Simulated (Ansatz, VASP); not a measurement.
# One calculation of BaS, two programs

File POSCAR:

```
BaS
1.0
    0.0000000000      3.5194117709      3.4616934179
    3.5194117709      0.0000000000      3.4616934179
    3.5194117709      3.5194117709      0.0000000000
Ba S
1 1
Direct
    0.0000000000      0.0000000000      0.0000000000
    0.2500000000      0.2500000000      0.2500000000
```

The input INCAR.step1:

```
SYSTEM = BaS
ALGO = Normal ; EDIFF = 1E-5
ENCUT = 520 ; GGA = PE
ISIF = 2 ; ISMEAR = 0
LASPH = .True. ; LREAL = .False.
LWAVE = .True. ; NBANDS = 15
NELM = 100 ; PREC = Accurate
SIGMA = 0.01
```

INCAR.step2

```
SYSTEM = BaS
ALGO = Normal ; EDIFF = 1E-6
ENCUT = 520 ; GGA = PE
HFSCREEN = 0.2079 ; ISIF = 2
ISMEAR = 0 ; ISTART = 1
LASPH = .True. ; LCHARG = .True.
LELF = .True. ; LHFCALC = .True.
LREAL = .False. ; LVHAR = .True.
LWAVE = .False. ; NBANDS = 15
NELM = 100 ; PREC = Accurate
PRECFOCK = Normal ; SIGMA = 0.01
```

The input KPOINTS:

```
k-points
0
Gamma
  4 4 4
  0 0 0
```

Input for Ansatz:

```yaml
crystal:
  lattice:
    - [0.0, 3.5194117709, 3.4616934179]
    - [3.5194117709, 0.0, 3.4616934179]
    - [3.5194117709, 3.5194117709, 0.0]
  atoms:
    - { symbol: Ba, position: [0.0, 0.0, 0.0] }
    - { symbol: S, position: [0.25, 0.25, 0.25] }
kpoints:
  mp_grid: { grid: [4, 4, 4] }
  band_path:
    path:
      - [0.0, 0.0, 0.0]
      - [-0.5, -0.5, 0.0]
      - [-0.375, -0.375, 0.25]
      - [-0.375, 0.0, 0.375]
      - [0.0, 0.0, 0.5]
      - [-0.5, -0.25, 0.25]
      - [0.25, -0.25, -0.5]
    npoints: 1
hamiltonian:
  xc: hse06
scf:
  occupations: { method: fixed }
  n_extra_bands: 4
output:
  forces: true
  stress: true
  eigenvalues: true
```

Change from the starting cell: uniaxial_z strain -1.6%.

Alike in both runs: task single point; functional HSE06; k mesh 4 × 4 × 4; no spin polarisation.

```csv
,VASP,Ansatz
version,VASP 6.6.1,Ansatz 0.2.0
potentials or method,"VASP PAW PBE potentials, release 64 (Ba_sv, S)","plane waves, PAW"
plane-wave cutoff (eV),520,420
occupations,"gaussian, width 0.01 eV",fixed
valence electrons in the cell,16,16
```

```csv
,VASP,Ansatz,Ansatz less VASP
gap on the k mesh at the Fermi level (eV),3.66,3.65,-0.004
pressure (GPa),0.7,0.2,-0.41
```

Ansatz's warnings: stress exchange threshold loose, stress scf threshold loose.

Neither program's run includes spin-orbit coupling.
